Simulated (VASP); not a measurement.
# WSe2 in VASP: notebook, part 2 of 2

VASP 6.6.1. Earlier steps stand in the parts before.

## (4) Single point, PBE+D3(BJ) (layers slid over each other)

INCAR reads:

```
PREC = Accurate ; ENCUT = 520
EDIFF = 1E-6 ; ISMEAR = 0
SIGMA = 0.05 ; LREAL = False
LASPH = True ; NELM = 80
ALGO = Normal ; ISIF = 2
LWAVE = False ; LCHARG = False
LDIPOL = True ; IDIPOL = 3
DIPOL = 0.5 0.5 0.389 ; GGA = PE
IVDW = 12 ; NBANDS = 35
```

KPOINTS reads:

```
Automatic mesh
0
Gamma
  9 9 1
```

POSCAR reads:

```
WSe2
1.0
    3.2854927591      0.0000000000      0.0000000000
   -1.6427463796      2.8453201933      0.0000000000
    0.0000000000      0.0000000000     24.2386469112
Se W
4 2
Direct
    0.3333333333      0.6666666667      0.1856539277
    0.3333333333      0.6666666667      0.3246601794
    0.6666666667      0.8333333333      0.4529676717
    0.6666666667      0.8333333333      0.5919739235
    0.6666666667      0.3333333333      0.2551570535
    0.3333333333      1.1666666667      0.5224707976
```

Potentials or basis: VASP PAW PBE potentials, release 64 (Se, W_sv).

Launch:

```
cat potpaw_PBE.64/Se/POTCAR potpaw_PBE.64/W_sv/POTCAR > POTCAR
mpirun -np 1 vasp_std > vasp.out
```

OUTCAR:

```text
PREC = Accurate
   ENCUT = 520
   EDIFF = 1E-6
   ISMEAR = 0
   LREAL = False
   LASPH = True
   NELM = 80
   ISIF = 2
   GGA = PE
   IVDW = 12
 IVDW          = 12

 ion  position               nearest neighbor table
   1  0.333  0.667  0.186-   5 2.54   5 2.54   5 2.54
   2  0.333  0.667  0.325-   5 2.54   5 2.54   5 2.54
   3  0.667  0.833  0.453-   6 2.54   6 2.54   6 2.54
   4  0.667  0.833  0.592-   6 2.54   6 2.54   6 2.54
   5  0.667  0.333  0.255-   1 2.54   1 2.54   1 2.54   2 2.54   2 2.54   2 2.54
   6  0.333  0.167  0.522-   3 2.54   4 2.54   3 2.54   4 2.54   3 2.54   4 2.54

  LATTYP: Found a hexagonal cell.
 ALAT       =     3.2854927591
 C/A-ratio  =     7.3774768926

  Lattice vectors:

 A1 = (   3.2854927591,   0.0000000000,   0.0000000000)
 A2 = (  -1.6427463796,   2.8453201933,   0.0000000000)
 A3 = (   0.0000000000,   0.0000000000,  24.2386469112)

Analysis of symmetry for initial positions (statically):
=====================================================================
 Subroutine PRICEL returns:
 Original cell was already a primitive cell.

 Routine SETGRP: Setting up the symmetry group for a
 hexagonal supercell.

 Subroutine GETGRP returns: Found  4 space group operations
 (whereof  2 operations were pure point group operations)
 out of a pool of 24 trial point group operations.

The static configuration has the point symmetry C_1h.
 The point group associated with its full space group is C_2h.

Analysis of symmetry for dynamics (positions and initial velocities):
=====================================================================
 Subroutine PRICEL returns:
 Original cell was already a primitive cell.

 Routine SETGRP: Setting up the symmetry group for a
 hexagonal supercell.

 Subroutine GETGRP returns: Found  4 space group operations
 (whereof  2 operations were pure point group operations)
 out of a pool of 24 trial point group operations.

The dynamic configuration has the point symmetry C_1h.
 The point group associated with its full space group is C_2h.

 Subroutine INISYM returns: Found  4 space group operations
 (whereof  2 operations are pure point group operations),
 and found     1 'primitive' translations

----------------------------------------------------------------------------------------

                                     Primitive cell

  volume of cell :     226.5896

  direct lattice vectors                    reciprocal lattice vectors
     3.285492759  0.000000000  0.000000000     0.304368347  0.175727147  0.000000000
    -1.642746380  2.845320193  0.000000000     0.000000000  0.351454294  0.000000000
     0.000000000  0.000000000 24.238646911     0.000000000  0.000000000  0.041256428

  length of vectors
     3.285492759  3.285492759 24.238646911     0.351454294  0.351454294  0.041256428

  position of ions in fractional coordinates (direct lattice)
     0.333333333  0.666666667  0.185653928
     0.333333333  0.666666667  0.324660179
     0.666666667  0.833333333  0.452967672
     0.666666667  0.833333333  0.591973923
     0.666666667  0.333333333  0.255157053
     0.333333333  0.166666667  0.522470798

  ion indices of the primitive-cell ions
   primitive index   ion index
                 1           1
                 2           2
                 3           3
                 4           4
                 5           5
                 6           6

[... 57 lines left out ...]
   ions per type =               4   2
   NGX,Y,Z   is equivalent  to a cutoff of  12.14, 12.14, 12.35 a.u.
   NGXF,Y,Z  is equivalent  to a cutoff of  24.29, 24.29, 24.69 a.u.
 SYSTEM =  unknown system
   PREC   = accura    normal or accurate (medium, high low for compatibility)
   ISTART =      0    job   : 0-new  1-cont  2-samecut
   ICHARG =      2    charge: 1-file 2-atom 10-const
   ISPIN  =      1    spin polarized calculation?
   LNONCOLLINEAR =      F non collinear calculations
   LSORBIT =      F    spin-orbit coupling
   LASPH  =      T    aspherical Exc in radial PAW
   ENCUT  =  520.0 eV  38.22 Ry    6.18 a.u.   6.11  6.11 45.07*2*pi/ulx,y,z
   NELM   =     80;   NELMIN=  2; NELMDL= -5     # of ELM steps
   EDIFF  = 0.1E-05   stopping-criterion for ELM
   LREAL  =      F    real-space projection
   EDIFFG = 0.1E-04   stopping-criterion for IOM
   NSW    =      0    number of steps for IOM
   IBRION =     -1    ionic relax: 0-MD 1-quasi-New 2-CG
   NFREE  =      0    steps in history (QN), initial steepest desc. (CG)
   ISIF   =      2    stress and relaxation
   ISYM   =      2    0-nonsym 1-usesym 2-fastsym
   POTIM  = 0.5000    time-step for ionic-motion
   TEBEG  =    0.0;   TEEND  =   0.0 temperature during run
   PSTRESS=    0.0 pullay stress
   NELECT =      52.0000    total number of electrons
   NUPDOWN=      -1.0000    fix difference up-down
   EMIN   =  10.00;   EMAX   =-10.00  energy-range for DOS
   EFERMI =   0.00;   METHOD = LEGACY
   ISMEAR =     0;   SIGMA  =   0.05  broadening in eV -4-tet -1-fermi 0-gaus
   EFERMI_NEDOS =   21; number of points for ismear=-14 and -15
   IALGO  =     38    algorithm
   IMIX   =      4    mixing-type and parameters
     AMIX     =   0.40;   BMIX     =  1.00
     AMIX_MAG =   1.60;   BMIX_MAG =  1.00
  volume/ion in A,a.u.               =      37.76       254.85
  Fermi-wavevector in a.u.,A,eV,Ry     =   1.002296  1.894065 13.668372  1.004597
  Thomas-Fermi vector in A             =   2.134774
   LORBIT       =      0    0 simple, 1 ext, 2 COOP (PROOUT), +10 PAW based schemes
   GGA     = PE    functional components
   LHFCALC =     F    Hartree Fock is set to
   AEXX    =    0.0000 exact exchange contribution
   IVDW    =    12    specifies the selected vdW correction
   LEPSILON=     F    determine dielectric tensor
   LRPA    =     F    only Hartree local field effects (RPA)
 non-spin polarized calculation
 Gauss-broadening in eV      SIGMA  =   0.05
  energy-cutoff  :      520.00
  volume of cell :      226.59
 maximum number of plane-waves:      6144
   NGX = 13   NGY = 13   NGZ = 91

 dipolmoment           0.000000      0.000000     -0.000006 electrons x Angstroem

 number of electron      51.9999987 magnetization

 dipolmoment           0.000000      0.000000      0.000000 electrons x Angstroem

 Free energy of the ion-electron system (eV)
  ---------------------------------------------------
  ext. energy  EPLUGINS =         0.00000000
  ---------------------------------------------------
  free energy    TOTEN  =       -43.07081803 eV

  energy without entropy =      -43.07081803  energy(sigma->0) =      -43.07081803

 E-fermi :   1.3068     XC(G=0):  -6.2020

 val. band max:        1.0282204934   @ k =   0.0000   0.0000   0.0000
 cond. band min:       2.3546089110   @ k =  -0.3333   0.2222   0.0000
 fundamental gap:      1.3263884176
 Fermi energy:         1.3067989089

 k-point     1 :       0.0000    0.0000    0.0000
  band No.  band energies     occupation
      1     -73.1730      2.00000
      2     -73.1730      2.00000
      3     -37.4227      2.00000
      4     -37.4226      2.00000
      5     -37.2843      2.00000
      6     -37.2843      2.00000
[... 901 lines left out ...]
     34       5.5191      0.00000
     35       6.1276      0.00000

 [... further k-points ...]

------------------------ aborting loop because EDIFF is reached ----------------------------------------

 vacuum level on the upper side and lower side of the slab       (xc-potential included)        -0.146        -0.146

 Edisp (eV)   -2.40242

 E8    (eV) :    -1.1044

  FORCE on cell =-STRESS in cart. coord.  units (eV):
  Direction    XX          YY          ZZ          XY          YZ          ZX
  --------------------------------------------------------------------------------------
  -------------------------------------------------------------------------------------
  Total       0.18613     0.03013     0.98142     0.13510     0.29888     0.51768
  in kB       1.31610     0.21307     6.93945     0.95526     2.11334     3.66041
  external pressure =        2.82 kB  Pullay stress =        0.00 kB

 VOLUME and BASIS-vectors are now :
 -----------------------------------------------------------------------------
  energy-cutoff  :      520.00
  volume of cell :      226.59
      direct lattice vectors                 reciprocal lattice vectors
     3.285492759  0.000000000  0.000000000     0.304368347  0.175727147  0.000000000
    -1.642746380  2.845320193  0.000000000     0.000000000  0.351454294  0.000000000
     0.000000000  0.000000000 24.238646911     0.000000000  0.000000000  0.041256428

 POSITION                                       TOTAL-FORCE (eV/Angst)
 -----------------------------------------------------------------------------------
     -0.00000      1.89688      4.50000        -0.000814     -0.000470     -0.041505
     -0.00000      1.89688      7.86932        -0.100478     -0.058011     -0.194738
      0.82137      2.37110     10.97932         0.100478      0.058011      0.194738
      0.82137      2.37110     14.34865         0.000814      0.000470      0.041505
      1.64275      0.94844      6.18466        -0.030296     -0.017491     -0.002335
      0.82137      0.47422     12.66399         0.030296      0.017491      0.002335
 -----------------------------------------------------------------------------------
    total drift:                               -0.000000     -0.000000      0.000011

  FREE ENERGIE OF THE ION-ELECTRON SYSTEM (eV)
  ---------------------------------------------------
  free  energy   TOTEN  =       -45.4732373491 eV

  energy  without entropy=      -45.4732373491  energy(sigma->0) =      -45.47323735

 vacuum level on the upper side and lower side of the slab         5.807         5.807
```

Run time: 2.2 min. Hardware: 1 thread of AMD EPYC 9R45 (Zen 5), shared host; peak memory 0.39 GiB.

Results:

```yaml
Free_energy: -45.4732 eV
Largest_force: 0.227 eV/Å
Band_gap_on_the_k_mesh: 1.33 eV (least direct gap 1.65 eV)
Dispersion_energy_per_atom: -0.400 eV
```

Forces on the atoms (eV/Å):
```
Se  -0.001  0.000 -0.042
Se  -0.100 -0.058 -0.195
Se   0.100  0.058  0.195
Se   0.001  0.000  0.042
W   -0.030 -0.017 -0.002
W    0.030  0.017  0.002
```

Caveat: the cell differs from its parent crystal (layers slid over each other); spin-orbit coupling is left out, which moves the levels of the heavy elements.

## (5) Summary

```csv
cell,gap on the mesh (eV),largest force (eV/Å)
"as given, atomic positions A",1.38,0.04
"as given, atomic positions B",1.34,0.21
"as given, atomic positions C",1.33,0.23
```

Alike in all rows: task single point; level PBE+D3(BJ); potentials or basis VASP PAW PBE potentials, release 64 (Se, W_sv); no spin polarisation; k mesh 9 × 9 × 1; cutoff (eV) 520; smearing gaussian 0.05 eV.

Caveats: spin-orbit coupling is left out, which moves the levels of the heavy elements.

Total energies depend on the potentials used, so only differences within one code and one set of settings carry meaning.
